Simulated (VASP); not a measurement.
# H: single point with PBEsol

Crystal: H.

```
H
1.0
     5.86756    0.00000    0.00000
    -2.93378    5.08146    0.00000
     0.00000    0.00000    4.68349
H
2
Direct
  0.33333 0.66667 0.25000
  0.66667 0.33333 0.75000
```

```
Program             : VASP 6.6.1
Task                : single point
Functional          : PBEsol
Potentials or basis : VASP PAW PBE potentials, release 64 (H)
Cutoff              : 500 eV
k mesh              : 8 × 8 × 8
Occupations         : gaussian, width 0.05 eV
Spin                : collinear spin
Starting moments    : [1.05, 1.05] μB
```

- Pressure: 0.0 GPa
- Band gap on the k mesh: 6.89 eV (least direct gap 7.16 eV)
- Net moment: 2.00 μB per cell
- Site moments: H +0.37 μB
- Valence electrons inside the program's atomic spheres: H 0.37

Levels at points of the mesh, in eV from the valence-band top:
Spin up:
```tsv
k point	band 1	band 2	band 3	band 4	band 5
(0.00, 0.00, 0.00)	-0.66	0.00	7.47	9.48	9.48
(0.50, 0.00, 0.00)	-0.42	-0.21	6.96	8.46	8.61
(0.00, 0.00, 0.50)	-0.25	-0.25	7.73	7.73	10.91
(0.50, 0.00, 0.50)	-0.22	-0.22	7.61	7.61	9.50
```
Spin down:
| k point | band 1 | band 2 | band 3 | band 4 | band 5 |
| --- | --- | --- | --- | --- | --- |
| (0.00, 0.00, 0.00) | 9.35 | 14.36 | 14.37 | 15.64 | 15.64 |
| (0.50, 0.00, 0.00) | 9.94 | 12.00 | 13.69 | 14.97 | 16.76 |
| (0.00, 0.00, 0.50) | 11.04 | 11.04 | 16.02 | 16.02 | 16.02 |
| (0.50, 0.00, 0.50) | 11.64 | 11.64 | 13.56 | 13.56 | 15.38 |

It took 3 min on 1 thread of Intel(R) Xeon(R) Platinum 8259CL CPU @ 2.50GHz (Skylake/Cascade Lake) (shared host), peak memory 0.36 GiB.

Caveat: the PAW data sets were made with another functional, which shifts forces and pressure a little. A k mesh can miss the band edges.
